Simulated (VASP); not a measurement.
Write the native input for VASP 6.6.1 that does the following.

* Task: single point
* Functional: PBEsol
* Potentials or basis: VASP PAW PBE potentials, release 64 (Ge_d)
* Cutoff: 520 eV
* k mesh: 11 × 11 × 6
* Occupations: methfessel-paxton, width 0.1 eV
* Spin: no spin polarisation
* Dipole correction: no
* Further INCAR settings: ALGO = Normal; EDIFF = 1e-06; NBANDS = 21

The structure of Ge lies in POSCAR:

```
Ge
1.0
    1.5076348903     -2.6288345735      0.0000000000
    1.5076348903      2.6288345735      0.0000000000
    0.0000000000      0.0000000000      4.7898083449
Ge
2
Direct
    0.6665530000      0.3334470000      0.2500000000
    0.3334470000      0.6665530000      0.7500000000
```

The input as run:

INCAR

```
SYSTEM = Ge
PREC = Accurate
ENCUT = 520
EDIFF = 1E-6
ISMEAR = 1
SIGMA = 0.1
LREAL = .False.
LASPH = .True.
NELM = 100
ALGO = Normal
ISIF = 2
LWAVE = .False.
LCHARG = .False.
GGA = PS
NBANDS = 21
```

KPOINTS

```
Automatic mesh
0
Gamma
  11 11 6
  0 0 0
```

Potentials or basis: VASP PAW PBE potentials, release 64 (Ge_d).

The run is started by

```bash
$ cat potpaw_PBE.64/Ge_d/POTCAR > POTCAR
$ mpirun -np 1 vasp_std > vasp.out
```

It gave:

The pressure is -2.3 GPa and the largest force is 0.010 eV/Å. The band gap on the k mesh is zero (band 14 reaches 12.99 eV, above the bottom of band 15 at 4.01 eV).

Caveat: the PAW data sets were made with another functional, which shifts forces and pressure a little.

Run time: 31 s on 1 thread of Intel(R) Xeon(R) 6975P-C (Granite Rapids), with other jobs on the host, peak memory 0.2 GiB.
